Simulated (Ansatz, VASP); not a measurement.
**SrW3: VASP beside Ansatz**

```
Sr W
1.0
    -1.99805    1.99805    4.77113
     1.99805   -1.99805    4.77113
     1.99805    1.99805   -4.77113
Sr W
1 3
Cartesian
  0.0000 0.0000 0.0000
  0.0000 0.0000 4.7711
  1.9981 0.0000 2.3856
  0.0000 1.9981 2.3856
```

Alike in both runs: functional PBE; k mesh 6 × 6 × 6; occupations gaussian, width 0.1 eV; no spin polarisation.

Ansatz relaxed the structure, and its values are those at the end. VASP's run is a single point on that final structure, the one shown.

|  | VASP | Ansatz |
| --- | --- | --- |
| version | VASP 6.6.1 | Ansatz 0.2.0 |
| potentials or method | VASP PAW PBE potentials, release 64 (Sr_sv, W_sv), cutoff 520 eV | scalar-relativistic, plane waves, PAW |
| valence electrons in the cell | 52 | 52 |

Ansatz gave:

```
gap on the k mesh at the Fermi level (eV) : none
pressure (GPa)                            : 0.0
```

Task: Estimate VASP's values.

Result: gap on the k mesh at the Fermi level (eV): none; pressure (GPa): 0.6.

A gap of «none» marks a metal or a gap that the smearing closes.

The k mesh is coarse, so the values compare programs but aren't converged. Neither program's run includes spin-orbit coupling.
